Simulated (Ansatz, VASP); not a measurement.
**One calculation of FeIrC4N4, two programs**

```xyz
10
Lattice="5.9069 0.0000 0.0000 0.0000 5.9069 0.0000 0.0000 0.0000 5.9069" Properties=species:S:1:pos:R:3 pbc="T T T"
Fe    0.0000    0.0000    0.0000
Ir    2.9534    2.9534    2.9534
C     1.1189    1.1189    1.1189
C     1.1189    4.7880    4.7880
C     4.7880    1.1189    4.7880
C     4.7880    4.7880    1.1189
N     1.7944    1.7944    1.7944
N     1.7944    4.1125    4.1125
N     4.1125    1.7944    4.1125
N     4.1125    4.1125    1.7944
```

Alike in both runs: task single point; functional PBE; k mesh 4 × 4 × 4; occupations gaussian, width 0.1 eV; collinear spin.

```csv
,VASP,Ansatz
version,VASP 6.6.1,Ansatz 0.2.0
potentials or method,"VASP PAW PBE potentials, release 64 (Fe, Ir, C, N), cutoff 520 eV","scalar-relativistic, plane waves, PAW"
valence electrons in the cell,53,69
```

```tsv
	VASP	Ansatz	Ansatz less VASP
gap on the k mesh at the Fermi level (eV)	none	none	-
pressure (GPa)	0.6	0.0	-0.56
rms of the force components (eV/Å)	0.931	0.783	-0.1471
net moment per atom (μB)	0.10	0.10	0.000
size of the moment on the site where the two differ most (μB)	1.53	0.99	-0.533
```

Site moments also hang on the region over which each program counts them. Atom by atom the forces differ by 0.149 eV/Å (rms over components). A gap of «none» marks a metal or a gap that the smearing closes. VASP's potentials hold 53 valence electrons a cell and Ansatz's 69, so a difference there can come from the potentials and not from the codes. Ansatz's warnings: seeded moment not kept.

Spin-orbit coupling is off throughout. Noted on VASP's run: the standard files for N, O and F lose accuracy on very short bonds.
